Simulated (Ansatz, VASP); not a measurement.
**Be in VASP and in Ansatz**

```
Be
1.0
    -1.24471    1.24471    1.24471
     1.24471   -1.24471    1.24471
     1.24471    1.24471   -1.24471
Be
1
Direct
  0.00000 0.00000 0.00000
```

Change from the starting cell: volume scaled by 0.98, PAW files.

Alike in both runs: task electric field gradients; functional PBEsol; k mesh 23 × 23 × 23; occupations fermi-dirac, width 0.03 eV; no spin polarisation.

|  | VASP | Ansatz |
| --- | --- | --- |
| version | VASP 6.6.1 | Ansatz 0.2.0 |
| potentials or method | VASP PAW PBE potentials, release 64 (Be) | PAW with Ansatz's default frozen-core files, scalar-relativistic |
| plane-wave cutoff (eV) | 520 | 420 |
| valence electrons in the cell | 2 | 2 |

|  | VASP | Ansatz | Ansatz less VASP |
| --- | --- | --- | --- |
| pressure (GPa) | 0.9 | 0.5 | -0.38 |

VASP's potentials were made for PBE, not for PBEsol.
